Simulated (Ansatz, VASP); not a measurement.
## CaO: VASP beside Ansatz

INCAR

```
PREC = Accurate
ENCUT = 520
EDIFF = 1E-7
ISMEAR = 0
SIGMA = 0.02
LREAL = False
LASPH = True
NELM = 120
ALGO = Normal
ISIF = 2
LWAVE = False
LCHARG = False
GGA = PS
IBRION = 2
NSW = 60
EDIFFG = -0.002
GGA_COMPAT = False
NELMIN = 4
```

File KPOINTS:

```
regular mesh
0
Gamma
  8 8 8
```

Contents of POSCAR:

```
CaO
1.0
    0.0000000000      2.4071923048      2.3690585653
    2.4071923048      0.0000000000      2.3690585653
    2.4071923048      2.4071923048      0.0000000000
Ca O
1 1
Direct
    0.0000000000      0.0000000000      0.0000000000
    0.5000000000      0.5000000000      0.5000000000
```

Input for Ansatz:

```yaml
crystal:
  lattice:
    - [0.0, 2.4071923048, 2.3690585653]
    - [2.4071923048, 0.0, 2.3690585653]
    - [2.4071923048, 2.4071923048, 0.0]
  atoms:
    - { symbol: Ca, position: [0.0, 0.0, 0.0] }
    - { symbol: O, position: [0.5, 0.5, 0.5] }
basis:
  ecutwfc: 420
kpoints:
  mp_grid: { grid: [8, 8, 8] }
hamiltonian:
  xc: pbesol
  pseudopotentials: { kind: paw, azcp: { folder: soft_1 } }
scf:
  occupations: { method: gaussian, width: 0.02 }
output:
  forces: true
  stress: true
  eigenvalues: true
relax:
  adjacent_minimum: "off"
  f_tol: 0.002
  max_steps: 40
```

Change from the starting cell: strained cell.

Alike in both runs: task relaxation of the atoms; functional PBEsol; k mesh 8 × 8 × 8; occupations gaussian, width 0.02 eV; no spin polarisation.

|  | VASP | Ansatz |
| --- | --- | --- |
| version | VASP 6.6.1 | Ansatz 0.2.0 |
| potentials or method | VASP PAW PBE potentials, release 64 (Ca_sv, O), cutoff 520 eV | scalar-relativistic, plane waves, PAW |
| valence electrons in the cell | 16 | 16 |

VASP gave:

| Property | Result |
| --- | --- |
| gap on the k mesh at the Fermi level, each at its own relaxed structure (eV) | 3.47 |

Question: Which values does Ansatz return?

Answer: gap on the k mesh at the Fermi level, each at its own relaxed structure (eV): 3.49.

VASP's potentials were made for PBE, not for PBEsol, and Ansatz warns of the same on its side. Ansatz's warnings: stress scf threshold loose.

Noted on VASP's run: the relaxation stopped at its first step, so nothing moved.
